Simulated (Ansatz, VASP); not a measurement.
**One calculation of Ru, two programs**

```xyz
2
Lattice="2.7029 0.0000 0.0000 -1.3514 2.3408 0.0000 0.0000 0.0000 4.2644" Properties=species:S:1:pos:R:3 pbc="T T T"
Ru    0.0000    1.5605    1.0661
Ru    1.3514    0.7803    3.1983
```

Alike in both runs: functional r2SCAN; k mesh 19 × 19 × 10; occupations fermi-dirac, width 0.05 eV; no spin polarisation.

Ansatz relaxed the structure, and its values are those at the end. VASP's run is a single point on that final structure, the one shown.

```csv
,VASP,Ansatz
version,VASP 6.6.1,Ansatz 0.2.0
potentials or method,"VASP PAW PBE potentials, release 64 (Ru_pv)","PAW with Ansatz's default frozen-core files, scalar-relativistic"
plane-wave cutoff (eV),520,500
valence electrons in the cell,28,32
```

Ansatz gave:

| Quantity | Value |
| --- | --- |
| pressure (GPa) | 0.0 |

What did VASP give for the same quantities?

Pressure (GPa): 1.5.

VASP's potentials were made for PBE, not for r2SCAN. VASP's potentials hold 28 valence electrons a cell and Ansatz's 32, so a difference there can come from the potentials and not from the codes.
